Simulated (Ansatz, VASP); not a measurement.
## Two plane-wave programs on LiTi12

```xyz
13
Lattice="5.9000 0.0000 0.0000 -4.4250 7.6643 0.0000 0.0000 0.0000 4.6846" Properties=species:S:1:pos:R:3 pbc="T T T"
Ti   -0.0096    0.2968   -0.1494
Ti   -0.0609    1.6806    2.2133
Ti   -1.4378    2.5949   -0.1927
Ti   -1.5015    4.3154    2.0109
Ti   -2.7670    4.9680   -0.2957
Ti   -2.8009    6.9700    2.6564
Ti    2.9674   -0.0575    0.3402
Ti    2.9068    1.6656    2.5464
Ti    1.5300    2.5731    0.1425
Ti    1.4751    3.9521    2.5050
Ti   -0.1546    4.9554   -0.3058
Ti   -0.1937    6.9582    2.6468
Li    1.4698    5.9566    1.1884
```

Alike in both runs: functional PBEsol; k mesh 3 × 2 × 4; occupations gaussian, width 0.05 eV; no spin polarisation.

Ansatz relaxed the structure, and its values are those at the end. VASP's run is a single point on that final structure, the one shown.

```csv
,VASP,Ansatz
version,VASP 6.6.1,Ansatz 0.2.0
potentials or method,"VASP PAW PBE potentials, release 64 (Ti_sv, Li_sv), cutoff 520 eV","scalar-relativistic, plane waves, PAW"
valence electrons in the cell,147,147
```

|  | VASP | Ansatz | Ansatz less VASP |
| --- | --- | --- | --- |
| rms of the force components (eV/Å) | 0.008 | 0.004 | -0.0039 |

VASP's potentials were made for PBE, not for PBEsol.

The k mesh is coarse, so the values compare programs but aren't converged. Noted on VASP's run: the cutoff is under 1.25 times that of the potentials, so the pressure is a little rough.
